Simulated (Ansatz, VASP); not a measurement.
## CdF2: VASP beside Ansatz

The input INCAR:

```
SYSTEM = CdF2
PREC = Accurate ; ENCUT = 520
EDIFF = 1E-6 ; ISMEAR = 0
SIGMA = 0.05 ; LREAL = .FALSE.
LASPH = .TRUE. ; NELM = 60
ALGO = Normal ; ISIF = 2
LWAVE = .FALSE. ; LCHARG = .FALSE.
GGA = PE ; NBANDS = 20
```

The input KPOINTS:

```
regular mesh
0
G
  6 6 6
  0 0 0
```

POSCAR

```
CdF2
1.0
    0.0000000000      2.7135553977      2.7135553977
    2.7135553977      0.0000000000      2.7135553977
    2.7135553977      2.7135553977      0.0000000000
Cd F
1 2
Direct
    0.0000000000      0.0000000000      0.0000000000
    0.2500000000      0.2500000000      0.2500000000
    0.7500000000      0.7500000000      0.7500000000
```

Input for Ansatz:

```yaml
crystal:
  lattice:
    - [0.0, 2.7135553977, 2.7135553977]
    - [2.7135553977, 0.0, 2.7135553977]
    - [2.7135553977, 2.7135553977, 0.0]
  atoms:
    - { symbol: Cd, position: [0.0, 0.0, 0.0] }
    - { symbol: F, position: [0.25, 0.25, 0.25] }
    - { symbol: F, position: [0.75, 0.75, 0.75] }
basis:
  ecutwfc: 420
  ecutrho_ratio: 4
kpoints:
  mp_grid: { grid: [6, 6, 6] }
hamiltonian:
  xc: pbe
scf:
  occupations: { method: gaussian, width: 0.05 }
output:
  forces: true
  stress: true
  eigenvalues: true
```

Alike in both runs: task single point; functional PBE; k mesh 6 × 6 × 6; occupations gaussian, width 0.05 eV; no spin polarisation.

|  | VASP | Ansatz |
| --- | --- | --- |
| version | VASP 6.6.1 | Ansatz 0.2.0 |
| potentials or method | VASP PAW PBE potentials, release 64 (Cd, F), cutoff 520 eV | scalar-relativistic, plane waves, PAW |
| valence electrons in the cell | 26 | 34 |

Ansatz gave:

* gap on the k mesh at the Fermi level (eV): 3.04
* least direct gap on the mesh (eV): 3.55
* pressure (GPa): 3.0

**Question.** Which values does VASP return?

**Answer.** gap on the k mesh at the Fermi level (eV): 3.01; least direct gap on the mesh (eV): 3.52; pressure (GPa): 3.7.

VASP's potentials hold 26 valence electrons a cell and Ansatz's 34, so a difference there can come from the potentials and not from the codes.
